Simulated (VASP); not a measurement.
Ga2O3: single point with revPBE

Ga2O3:

```
Ga O
1.0
     6.10700   -1.51855    0.00000
     6.10700    1.51855    0.00000
    -1.38599    0.00000    5.63001
Ga O
4 6
Direct
  0.34134 0.34134 0.68598
  0.65866 0.65866 0.31402
  0.90950 0.90950 0.20540
  0.09050 0.09050 0.79460
  0.50410 0.50410 0.74340
  0.49590 0.49590 0.25660
  0.82670 0.82670 0.43680
  0.17330 0.17330 0.56320
  0.83550 0.83550 0.89020
  0.16450 0.16450 0.10980
```

```yaml
Program: VASP 6.6.1
Task: single point
Functional: revPBE
Potentials_or_basis: VASP PAW PBE potentials, release 64 (Ga_d, O)
Cutoff: 520 eV
k_mesh: 9 × 9 × 5
Occupations: fermi-dirac, width 0.05 eV
Spin: no spin polarisation
```

The pressure is 13.5 GPa and the largest force is 0.303 eV/Å. The band gap on the k mesh is 2.50 eV (least direct gap 2.52 eV).

Forces in eV/Å, atoms in the order of the input:
```
Ga   0.036  0.000 -0.054
Ga  -0.036  0.000  0.054
Ga  -0.115  0.000 -0.076
Ga   0.115  0.000  0.076
O   -0.165  0.000 -0.063
O    0.165  0.000  0.063
O    0.063  0.000  0.030
O   -0.063  0.000 -0.030
O   -0.275  0.000  0.127
O    0.275  0.000 -0.127
```

Stress tensor (GPa, compression positive):
```
13.23  0.00  0.19
 0.00 14.36  0.00
 0.19  0.00 13.01
```

Levels at points of the mesh, in eV from the valence-band top:
| k point | band 40 | band 41 | band 42 | band 43 | band 44 | band 45 | band 46 | band 47 | band 48 | band 49 |
| --- | --- | --- | --- | --- | --- | --- | --- | --- | --- | --- |
| (0.00, 0.00, 0.00) | -0.67 | -0.66 | -0.47 | -0.28 | -0.02 | 2.50 | 5.81 | 6.86 | 6.87 | 7.91 |

Run time: 29 min on 1 thread of Intel Xeon 8259CL, with other jobs on the host, peak memory 0.65 GiB.

Caveat: the cell stands under pressure; the PAW data sets were made with another functional, which shifts forces and pressure a little. A k mesh can miss the band edges.
